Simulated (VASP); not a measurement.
# Rb (I4/mmm) in VASP: further runs

Runs on Rb. Level: LDA. Tasks: single point.

Program: VASP 6.6.1. These are calculated values, not measurements. Logs are shortened: lines on timing, memory, paths and dates and some standing lists are left out, and cuts for length are marked.

**1. The cell of the first run**

Symmetry: I4/mmm, No. 139, tetragonal system. The conventional cell has a = 5.126 Å, b = 5.126 Å, c = 5.953 Å, α = 90.00°, β = 90.00°, γ = 90.00°.

**2. Single point, LDA (78.21 Å³/atom)**

INCAR

```
  ALGO = Fast
  EDIFF = 1E-6
  ENCUT = 520
  ISIF = 2
  ISMEAR = 0
  LASPH = T
  LCHARG = F
  LREAL = F
  LWAVE = F
  NBANDS = 10
  NELM = 60
  PREC = Accurate
  SIGMA = 0.15
```

KPOINTS

```
k-points
0
Gamma
  14 14 14
```

POSCAR

```
Rb
1.0
   -2.5631228609      2.5631228609      2.9762982661
    2.5631228609     -2.5631228609      2.9762982661
    2.5631228609      2.5631228609     -2.9762982661
Rb
1
Direct
    0.0000000000      0.0000000000      0.0000000000
```

Potentials or basis: VASP PAW LDA potentials, release 64 (Rb_sv).

Launch:

```console
> cat potpaw_LDA.64/Rb_sv/POTCAR > POTCAR
> mpirun -np 1 vasp_std > vasp.out
```

OUTCAR:

```text
EDIFF = 1E-6
   ENCUT = 520
   ISIF = 2
   ISMEAR = 0
   LASPH = T
   LREAL = F
   NELM = 60
   PREC = Accurate

 ion  position               nearest neighbor table
   1  0.000  0.000  0.000-

  LATTYP: Found a body centered tetragonal cell.
 ALAT       =     5.1262457218
 C/A-ratio  =     1.1612000000

  Lattice vectors:

 A1 = (  -2.5631228609,   2.5631228609,   2.9762982661)
 A2 = (   2.5631228609,  -2.5631228609,   2.9762982661)
 A3 = (   2.5631228609,   2.5631228609,  -2.9762982661)

Analysis of symmetry for initial positions (statically):
=====================================================================
 Subroutine PRICEL returns:
 Original cell was already a primitive cell.

 Routine SETGRP: Setting up the symmetry group for a
 body centered tetragonal supercell.

 Subroutine GETGRP returns: Found 16 space group operations
 (whereof 16 operations were pure point group operations)
 out of a pool of 16 trial point group operations.

The static configuration has the point symmetry D_4h.

Analysis of symmetry for dynamics (positions and initial velocities):
=====================================================================
 Subroutine PRICEL returns:
 Original cell was already a primitive cell.

 Routine SETGRP: Setting up the symmetry group for a
 body centered tetragonal supercell.

 Subroutine GETGRP returns: Found 16 space group operations
 (whereof 16 operations were pure point group operations)
 out of a pool of 16 trial point group operations.

The dynamic configuration has the point symmetry D_4h.

 Subroutine INISYM returns: Found 16 space group operations
 (whereof 16 operations are pure point group operations),
 and found     1 'primitive' translations

----------------------------------------------------------------------------------------

                                     Primitive cell

  volume of cell :      78.2123

  direct lattice vectors                    reciprocal lattice vectors
    -2.563122861  2.563122861  2.976298266     0.000000000  0.195074535  0.167993916
     2.563122861 -2.563122861  2.976298266     0.195074535  0.000000000  0.167993916
     2.563122861  2.563122861 -2.976298266     0.195074535  0.195074535  0.000000000

  length of vectors
     4.690154472  4.690154472  4.690154472     0.257441313  0.257441313  0.275877053

  position of ions in fractional coordinates (direct lattice)
     0.000000000  0.000000000  0.000000000

  ion indices of the primitive-cell ions
   primitive index   ion index
                 1           1

----------------------------------------------------------------------------------------

 KPOINTS: k-points

Automatic generation of k-mesh.
 Grid dimensions read from file:
 generate k-points for:   14   14   14

 Generating k-lattice:

  Cartesian coordinates                     Fractional coordinates (reciprocal lattice)
     0.000000000  0.013933895  0.011999565     0.071428571  0.000000000  0.000000000
     0.013933895  0.000000000  0.011999565     0.000000000  0.071428571  0.000000000
     0.013933895  0.013933895  0.000000000     0.000000000  0.000000000  0.071428571

  Length of vectors
     0.018388665  0.018388665  0.019705504

  Shift w.r.t. Gamma in fractional coordinates (k-lattice)
     0.000000000  0.000000000  0.000000000

 Subroutine IBZKPT returns following result:
 ===========================================

 Found    244 irreducible k-points:

 Following reciprocal coordinates:
            Coordinates               Weight
  0.000000  0.000000  0.000000      1.000000
  0.071429 -0.000000  0.000000      8.000000
  0.142857 -0.000000  0.000000      8.000000
  0.214286  0.000000 -0.000000      8.000000
  0.285714  0.000000  0.000000      8.000000
  0.357143  0.000000  0.000000      8.000000
[... 16 lines left out ...]
  0.214286  0.142857  0.000000     16.000000
  0.285714  0.142857 -0.000000     16.000000
 [... further k-points ...]
   k-points           NKPTS =    244   k-points in BZ     NKDIM =    244   number of bands    NBANDS=     10
   number of dos      NEDOS =    301   number of ions     NIONS =      1
   total plane-waves  NPLWV =  46656
   dimension x,y,z NGX =    36 NGY =   36 NGZ =   36
   dimension x,y,z NGXF=    72 NGYF=   72 NGZF=   72
   ions per type =               1
   NGX,Y,Z   is equivalent  to a cutoff of  12.76, 12.76, 12.76 a.u.
   NGXF,Y,Z  is equivalent  to a cutoff of  25.52, 25.52, 25.52 a.u.
 SYSTEM =  unknown system
   PREC   = accura    normal or accurate (medium, high low for compatibility)
   ISTART =      0    job   : 0-new  1-cont  2-samecut
   ICHARG =      2    charge: 1-file 2-atom 10-const
   ISPIN  =      1    spin polarized calculation?
   LNONCOLLINEAR =      F non collinear calculations
   LSORBIT =      F    spin-orbit coupling
   LASPH  =      T    aspherical Exc in radial PAW
   ENCUT  =  520.0 eV  38.22 Ry    6.18 a.u.   8.72  8.72  8.72*2*pi/ulx,y,z
   NELM   =     60;   NELMIN=  2; NELMDL= -5     # of ELM steps
   EDIFF  = 0.1E-05   stopping-criterion for ELM
   LREAL  =      F    real-space projection
[... 7 lines left out ...]
   TEBEG  =    0.0;   TEEND  =   0.0 temperature during run
   PSTRESS=    0.0 pullay stress
   NELECT =       9.0000    total number of electrons
   NUPDOWN=      -1.0000    fix difference up-down
   EMIN   =  10.00;   EMAX   =-10.00  energy-range for DOS
   EFERMI =   0.00;   METHOD = LEGACY
   ISMEAR =     0;   SIGMA  =   0.15  broadening in eV -4-tet -1-fermi 0-gaus
   EFERMI_NEDOS =   21; number of points for ismear=-14 and -15
   IALGO  =     68    algorithm
   IMIX   =      4    mixing-type and parameters
     AMIX     =   0.40;   BMIX     =  1.00
     AMIX_MAG =   1.60;   BMIX_MAG =  1.00
  volume/ion in A,a.u.               =      78.21       527.80
  Fermi-wavevector in a.u.,A,eV,Ry     =   0.796277  1.504744  8.626859  0.634056
  Thomas-Fermi vector in A             =   1.902768
   LORBIT       =      0    0 simple, 1 ext, 2 COOP (PROOUT), +10 PAW based schemes
   GGA     = CA    functional components
   LHFCALC =     F    Hartree Fock is set to
   AEXX    =    0.0000 exact exchange contribution
   IVDW    =     0    specifies the selected vdW correction
   LEPSILON=     F    determine dielectric tensor
   LRPA    =     F    only Hartree local field effects (RPA)
 non-spin polarized calculation
 RMM-DIIS sequential band-by-band and
 Gauss-broadening in eV      SIGMA  =   0.15
  energy-cutoff  :      520.00
  volume of cell :       78.21
 maximum number of plane-waves:      2136
   NGX = 17   NGY = 17   NGZ = 17

 number of electron       9.0000000 magnetization

 Free energy of the ion-electron system (eV)
  ---------------------------------------------------
  ext. energy  EPLUGINS =         0.00000000
  ---------------------------------------------------
  free energy    TOTEN  =        -1.06453374 eV

  energy without entropy =       -1.05415442  energy(sigma->0) =       -1.05934408

 E-fermi :   0.1402     XC(G=0):  -6.0773

 val. band max:        0.1210697033   @ k =  -0.2857   0.3571   0.2143
 cond. band min:       0.1440452149   @ k =  -0.2143   0.3571   0.2143
 fundamental gap:      0.0229755115
 Fermi energy:         0.1401696853

 k-point     1 :       0.0000    0.0000    0.0000
  band No.  band energies     occupation
      1     -28.5785      2.00000
      2     -12.6594      2.00000
      3     -12.6594      2.00000
      4     -12.6575      2.00000
      5      -2.0507      2.00000
      6       3.6835      0.00000
      7       3.6835      0.00000
      8       4.3853      0.00000
      9       4.4324      0.00000
     10       5.4256      0.00000

 k-point     2 :       0.0714   -0.0000    0.0000
  band No.  band energies     occupation
      1     -28.5781      2.00000
      2     -12.6672      2.00000
      3     -12.6616      2.00000
      4     -12.6584      2.00000
      5      -1.9831      2.00000
      6       3.6002      0.00000
      7       3.6930      0.00000
      8       4.3129      0.00000
      9       4.4028      0.00000
     10       5.3344      0.00000

 k-point     3 :       0.1429   -0.0000    0.0000
  band No.  band energies     occupation
      1     -28.5769      2.00000
      2     -12.6910      2.00000
      3     -12.6676      2.00000
      4     -12.6588      2.00000
      5      -1.7844      2.00000
      6       3.2842      0.00000
      7       3.6579      0.00000
      8       4.2828      0.00000
      9       4.4233      0.00000
     10       5.1704      0.00000

 k-point     4 :       0.2143    0.0000   -0.0000
  band No.  band energies     occupation
      1     -28.5751      2.00000
      2     -12.7250      2.00000
      3     -12.6763      2.00000
      4     -12.6593      2.00000
      5      -1.4668      2.00000
      6       2.8080      0.00000
      7       3.5096      0.00000
      8       4.3557      0.00000
      9       4.6419      0.00000
     10       5.0658      0.00000
[... 222 lines left out ...]
 k-point    22 :       0.1429    0.1429    0.0000
  band No.  band energies     occupation
      1     -28.5743      2.00000
      2     -12.7348      2.00000
      3     -12.6822      2.00000
      4     -12.6625      2.00000
      5      -1.3166      2.00000
      6       2.7277      0.00000
      7       3.2673      0.00000
      8       4.3480      0.00000
      9       4.6933      0.00000
     10       5.2873      0.00000

 k-point    23 :       0.2143    0.1429    0.0000
  band No.  band energies     occupation
      1     -28.5726      2.00000
      2     -12.7628      2.00000
      3     -12.6945      2.00000
      4     -12.6647      2.00000
      5      -0.9204      2.00000
      6       2.3378      0.00000
      7       3.0100      0.00000
      8       4.4692      0.00000
      9       4.7575      0.00000
     10       5.4714      0.00000

 k-point    24 :       0.2857    0.1429   -0.0000
  band No.  band energies     occupation
      1     -28.5710      2.00000
      2     -12.7883      2.00000
      3     -12.7060      2.00000
      4     -12.6668      2.00000
      5      -0.4471      2.00000
      6       1.9015      0.00000
      7       2.8188      0.00000
      8       4.3591      0.00000
      9       4.9929      0.00000
     10       5.7542      0.00000

 [... further k-points ...]

------------------------ aborting loop because EDIFF is reached ----------------------------------------

  FORCE on cell =-STRESS in cart. coord.  units (eV):
  Direction    XX          YY          ZZ          XY          YZ          ZX
  --------------------------------------------------------------------------------------
  -------------------------------------------------------------------------------------
  Total       -0.0125809     -0.0125809     -0.0048719      0.0000000      0.0000000      0.0000000
  in kB       -0.2577188     -0.2577188     -0.0998015      0.0000000      0.0000000      0.0000000
  external PRESSURE =      -0.2050797 kB  Pullay stress =       0.0000000 kB

 VOLUME and BASIS-vectors are now :
 -----------------------------------------------------------------------------
  energy-cutoff  :      520.00
  volume of cell :       78.21
      direct lattice vectors                 reciprocal lattice vectors
    -2.563122861  2.563122861  2.976298266     0.000000000  0.195074535  0.167993916
     2.563122861 -2.563122861  2.976298266     0.195074535  0.000000000  0.167993916
     2.563122861  2.563122861 -2.976298266     0.195074535  0.195074535  0.000000000

 POSITION                                       TOTAL-FORCE (eV/Angst)
 -----------------------------------------------------------------------------------
      0.00000      0.00000      0.00000        -0.000000      0.000000      0.000000
 -----------------------------------------------------------------------------------
    total drift:                               -0.000000      0.000000      0.000000

  FREE ENERGIE OF THE ION-ELECTRON SYSTEM (eV)
  ---------------------------------------------------
  free  energy   TOTEN  =        -1.0645337446 eV

  energy  without entropy=       -1.0541544214  energy(sigma->0) =       -1.05934408
```

Run time: 96 s. Hardware: 1 thread of Intel Xeon Platinum 8488C (Sapphire Rapids), shared host; peak memory 0.3 GiB.

What came out:

```
Free energy            : -1.0645 eV
Pressure               : 0.0 GPa
Band gap on the k mesh : zero (an odd number of electrons rules out a gap without spin polarisation)
```

Levels at points of the mesh, in eV from the Fermi level:
| k point | band 1 | band 2 | band 3 | band 4 | band 5 | band 6 | band 7 | band 8 | band 9 |
| --- | --- | --- | --- | --- | --- | --- | --- | --- | --- |
| (0.00, 0.00, 0.00) | -28.72 | -12.80 | -12.80 | -12.80 | -2.19 | 3.54 | 3.54 | 4.25 | 4.29 |
| (0.50, 0.00, 0.00) | -28.71 | -12.97 | -12.84 | -12.80 | 0.09 | 0.87 | 2.87 | 4.07 | 5.56 |
| (0.50, 0.50, 0.00) | -28.71 | -12.96 | -12.86 | -12.82 | 0.33 | 1.24 | 2.07 | 4.96 | 5.27 |
| (0.50, 0.50, 0.50) | -28.70 | -12.94 | -12.89 | -12.89 | 0.92 | 1.38 | 2.69 | 4.21 | 4.21 |

**3. Single point, LDA (78.21 Å³/atom)**

INCAR

```
ALGO = Fast
EDIFF = 1E-7
ENCUT = 520
GGA = CA
ISIF = 2
ISMEAR = 0
LASPH = True
LCHARG = True
LELF = True
LREAL = False
LVHAR = True
LWAVE = False
NBANDS = 10
NELM = 80
PREC = Accurate
SIGMA = 0.15
```

KPOINTS is that of step 2.

POSCAR

```
Rb
1.0
   -2.7619921580      2.7619921580      2.5631287226
    2.7619921580     -2.7619921580      2.5631287226
    2.7619921580      2.7619921580     -2.5631287226
Rb
1
Direct
    0.0000000000      0.0000000000      0.0000000000
```

Potentials or basis: VASP PAW LDA potentials, release 64 (Rb_sv).

Launch:

```console
> cat potpaw_LDA.64/Rb_sv/POTCAR > POTCAR
> mpirun -np 1 vasp_std > vasp.out
```

It took 1.9 min on 1 thread of Intel Xeon Platinum 8488C (Sapphire Rapids), shared host; peak memory 0.29 GiB.

It converged, with:

| Quantity | Value |
| --- | --- |
| Free energy | -1.0642 eV |
| Pressure | 0.0 GPa |
| Band gap on the k mesh | zero (an odd number of electrons rules out a gap without spin polarisation) |

Levels at points of the mesh, in eV from the Fermi level:
| k point | band 3 | band 4 | band 5 | band 6 | band 7 | band 8 |
| --- | --- | --- | --- | --- | --- | --- |
| (0.00, 0.00, 0.00) | -12.80 | -12.80 | -2.19 | 3.44 | 3.88 | 3.88 |
| (0.50, 0.00, 0.00) | -12.86 | -12.81 | 0.21 | 1.04 | 2.41 | 4.53 |
| (0.50, 0.50, 0.00) | -12.85 | -12.80 | 0.07 | 0.84 | 2.85 | 4.24 |
| (0.50, 0.50, 0.50) | -12.92 | -12.90 | 1.06 | 1.25 | 3.40 | 3.40 |

**4. Single point, LDA (78.21 Å³/atom)**

INCAR

```
ALGO     = Fast           # electronic algorithm
EDIFF    = 1E-6           # SCF threshold, eV
ENCUT    = 520            # plane-wave cutoff, eV
ISIF     = 2              # what is computed and relaxed
ISMEAR   = 0              # smearing method
LASPH    = T              # aspherical terms in the spheres
LCHARG   = F              # write CHGCAR
LREAL    = F              # projectors in reciprocal space
LWAVE    = F              # write WAVECAR
NBANDS   = 10             # bands
NELM     = 60             # most SCF steps
PREC     = Accurate       # precision mode
SIGMA    = 0.15           # smearing width, eV
```

KPOINTS is that of step 3.

POSCAR

```
Rb
1.0
   -2.6277612597      2.6277612597      2.8316755334
    2.6277612597     -2.6277612597      2.8316755334
    2.6277612597      2.6277612597     -2.8316755334
Rb
1
Direct
    0.0000000000      0.0000000000      0.0000000000
```

Launch:

```console
> cat potpaw_LDA.64/Rb_sv/POTCAR > POTCAR
> mpirun -np 1 vasp_std > vasp.out
```

Wall time 1.7 min (1 thread of Intel Xeon Platinum 8488C (Sapphire Rapids), shared host); peak memory 0.29 GiB.

Results (log left out):

* Free energy: -1.0645 eV
* Pressure: 0.0 GPa
* Band gap on the k mesh: zero (an odd number of electrons rules out a gap without spin polarisation)

Levels at points of the mesh, in eV from the Fermi level:
```csv
k point,band 1,band 2,band 3,band 4,band 5,band 6,band 7,band 8,band 9,band 10
"(0.00, 0.00, 0.00)",-28.72,-12.80,-12.80,-12.80,-2.19,3.60,3.60,4.00,4.52,5.08
"(0.50, 0.00, 0.00)",-28.71,-12.97,-12.85,-12.80,0.12,0.91,2.70,4.30,5.44,5.79
"(0.50, 0.50, 0.00)",-28.71,-12.96,-12.86,-12.81,0.25,1.10,2.28,4.72,5.44,5.68
"(0.50, 0.50, 0.50)",-28.70,-12.93,-12.91,-12.91,1.05,1.27,3.16,3.93,3.93,5.49
```

**5. Single point, LDA (78.21 Å³/atom)**

INCAR

```
SYSTEM = Rb
ALGO = Fast ; EDIFF = 1E-6
ENCUT = 520 ; GGA = CA
ISIF = 2 ; ISMEAR = 0
LASPH = .True. ; LCHARG = .True.
LELF = .True. ; LREAL = .False.
LVHAR = .True. ; LWAVE = .False.
NBANDS = 10 ; NELM = 80
PREC = Accurate ; SIGMA = 0.15
```

KPOINTS

```
k-points
0
Gamma
  14 14 14
  0 0 0
```

POSCAR

```
Rb
1.0
   -2.5000649129      2.5000649129      3.1283312255
    2.5000649129     -2.5000649129      3.1283312255
    2.5000649129      2.5000649129     -3.1283312255
Rb
1
Direct
    0.0000000000      0.0000000000      0.0000000000
```

Launch:

```console
> cat potpaw_LDA.64/Rb_sv/POTCAR > POTCAR
> mpirun -np 1 vasp_std > vasp.out
```

It took 96 s on 1 thread of Intel Xeon Platinum 8488C (Sapphire Rapids), shared host; peak memory 0.29 GiB.

The run converged. Its results:

```
Free energy            : -1.0652 eV
Pressure               : 0.0 GPa
Band gap on the k mesh : zero (an odd number of electrons rules out a gap without spin polarisation)
```

Levels at points of the mesh, in eV from the Fermi level:
| k point | band 1 | band 2 | band 3 | band 4 | band 5 | band 6 | band 7 | band 8 | band 9 | band 10 |
| --- | --- | --- | --- | --- | --- | --- | --- | --- | --- | --- |
| (0.00, 0.00, 0.00) | -28.72 | -12.80 | -12.80 | -12.80 | -2.19 | 3.54 | 3.54 | 4.00 | 4.60 | 5.37 |
| (0.50, 0.00, 0.00) | -28.71 | -12.96 | -12.83 | -12.81 | 0.07 | 0.85 | 3.07 | 3.81 | 5.74 | 6.06 |
| (0.50, 0.50, 0.00) | -28.71 | -12.95 | -12.86 | -12.83 | 0.41 | 1.39 | 1.90 | 5.14 | 5.21 | 5.47 |
| (0.50, 0.50, 0.50) | -28.70 | -12.95 | -12.88 | -12.88 | 0.78 | 1.51 | 2.27 | 4.50 | 4.50 | 5.51 |

**6. Summary**

| cell | further INCAR settings | gap on the mesh (eV) | pressure (GPa) |
| --- | --- | --- | --- |
| a = 4.690 Å, angles 113.7, 113.7, 101.2°, 1 atom | ALGO = Fast; EDIFF = 1e-06; NBANDS = 10 | none | 0.0 |
| a = 4.672 Å, angles 107.5, 107.5, 113.5°, 1 atom | ALGO = Fast; EDIFF = 1e-07; NBANDS = 10 | none | 0.0 |
| a = 4.672 Å, angles 111.6, 111.6, 105.4°, 1 atom | ALGO = Fast; EDIFF = 1e-06; NBANDS = 10 | none | 0.0 |
| a = 4.721 Å, angles 116.0, 116.0, 97.0°, 1 atom | ALGO = Fast; EDIFF = 1e-06; NBANDS = 10 | none | 0.0 |

Alike in all rows: task single point; level LDA; potentials or basis VASP PAW LDA potentials, release 64 (Rb_sv); no spin polarisation; k mesh 14 × 14 × 14; cutoff (eV) 520; smearing gaussian 0.15 eV.

Total energies depend on the potentials used, so only differences within one code and one set of settings carry meaning.

The gap in the log of VASP goes by the Fermi energy; the results here count the filled bands.